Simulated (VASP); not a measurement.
Input of a VASP 6.6.1 run:

File INCAR:

```
  PREC = Accurate
  ENCUT = 520
  EDIFF = 1E-7
  ISMEAR = 0
  SIGMA = 0.05
  LREAL = F
  LASPH = T
  NELM = 150
  ALGO = Normal
  ISIF = 2
  LWAVE = F
  LCHARG = T
  ISPIN = 2
  MAGMOM = 2 2 0 0
  LORBIT = 11
  LMAXMIX = 4
  GGA = PS
  LELF = T
  LVHAR = T
  NBANDS = 28
```

The input KPOINTS:

```
Automatic mesh
0
Gamma
  9 9 9
```

The input POSCAR:

```
NiO
1.0
    0.0000000000      2.0913095100      2.0913095100
    2.0913095100      0.0000000000      2.0913095100
    4.1826190200      4.1826190200      0.0000000000
Ni O
2 2
Direct
    0.0000000000      0.0000000000      0.0000000000
    0.0000000000      0.0000000000      0.5000000000
    0.5000000000      0.5000000000      0.2500000000
    0.5000000000      0.5000000000      0.7500000000
```

Potentials or basis: VASP PAW PBE potentials, release 64 (Ni, O).

Command:

```sh
$ cat potpaw_PBE.64/Ni/POTCAR potpaw_PBE.64/O/POTCAR > POTCAR
$ mpirun -np 1 vasp_std > vasp.out
```

Problem. Predict the net moment.

Solution. 2.79 μB per cell.

Problem. Estimate the pressure.

Solution. -9.0 GPa.

Problem. Estimate the site moments.

Solution. Ni +1.16; O +0.20 μB.

Caveat: the cell stands under tension; the PAW data sets were made with another functional, which shifts forces and pressure a little.
